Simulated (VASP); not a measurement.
## Na2S: single point with PBEsol

Na2S:

```xyz
3
Lattice="3.2506 3.2506 0.0000 -3.2506 3.2506 0.0000 0.0000 3.2506 3.2506" Properties=species:S:1:pos:R:3 pbc="T T T"
Na   -1.6253    4.8759    1.6253
Na    1.6253    4.8759    1.6253
S     0.0000    0.0000    0.0000
```

```yaml
Program: VASP 6.6.1
Task: single point
Functional: PBEsol
Potentials_or_basis: VASP PAW PBE potentials, release 64 (Na_pv, S)
Cutoff: 500 eV
k_mesh: 6 × 6 × 6
Occupations: gaussian, width 0.01 eV
Spin: no spin polarisation
```

```yaml
Pressure: 0.1 GPa
Band_gap_on_the_k_mesh: 2.42 eV, direct
```

Levels at points of the mesh, in eV from the valence-band top:
| k point | band 6 | band 7 | band 8 | band 9 | band 10 | band 11 | band 12 | band 13 | band 14 | band 15 |
| --- | --- | --- | --- | --- | --- | --- | --- | --- | --- | --- |
| (0.00, 0.00, 0.00) | -21.97 | -10.15 | 0.00 | 0.00 | 0.00 | 2.42 | 7.72 | 7.72 | 7.72 | 9.34 |
| (0.50, 0.00, 0.00) | -22.00 | -9.89 | -1.71 | -0.14 | -0.14 | 4.78 | 6.39 | 7.10 | 7.10 | 11.27 |
| (0.50, 0.50, 0.00) | -21.95 | -9.81 | -1.52 | -0.47 | -0.47 | 3.71 | 6.00 | 8.54 | 9.78 | 9.78 |

Run time: 36 s on 1 thread of AMD EPYC 7R13, on a shared host, peak memory 0.17 GiB.

Caveat: the PAW data sets were made with another functional, which shifts forces and pressure a little. PBEsol gaps usually lie below the measured ones, often by a third to a half.
